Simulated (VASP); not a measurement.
A run of VASP 6.6.1:

INCAR

```
SYSTEM = V
PREC     = Accurate       ! precision mode
ENCUT    = 520            ! plane-wave cutoff, eV
EDIFF    = 1E-7           ! SCF threshold, eV
ISMEAR   = -1             ! smearing method
SIGMA    = 0.1            ! smearing width, eV
LREAL    = .False.        ! projectors in reciprocal space
LASPH    = .True.         ! aspherical terms in the spheres
NELM     = 100            ! most SCF steps
ALGO     = Normal         ! electronic algorithm
ISIF     = 2              ! what is computed and relaxed
LWAVE    = .False.        ! write WAVECAR
LCHARG   = .False.        ! write CHGCAR
GGA      = RP             ! functional
NBANDS   = 20             ! bands
```

Contents of KPOINTS:

```
Automatic mesh
0
Gamma
  15 15 8
  0 0 0
```

The input POSCAR:

```
V
1.0
    2.5664167911      0.0000000000      0.0000000000
   -1.2832083955      2.2225821378      0.0000000000
    0.0000000000      0.0000000000      4.5827922079
V
2
Direct
    0.3333333333      0.6666666667      0.2500000000
    0.6666666667      0.3333333333      0.7500000000
```

Potentials or basis: VASP PAW PBE potentials, release 64 (V_sv).

Launch:

```bash
$ cat potpaw_PBE.64/V_sv/POTCAR > POTCAR
$ mpirun -np 1 vasp_std > vasp.out
```

Hardware: 1 thread of Intel(R) Xeon(R) 6975P-C (Granite Rapids) (shared host).

Task: How long does it take, and how much memory?

Result: Wall time 25 s on 1 thread of Intel(R) Xeon(R) 6975P-C (Granite Rapids), on a shared host, peak memory 0.17 GiB. Counts: scf iterations 14, k points 135.
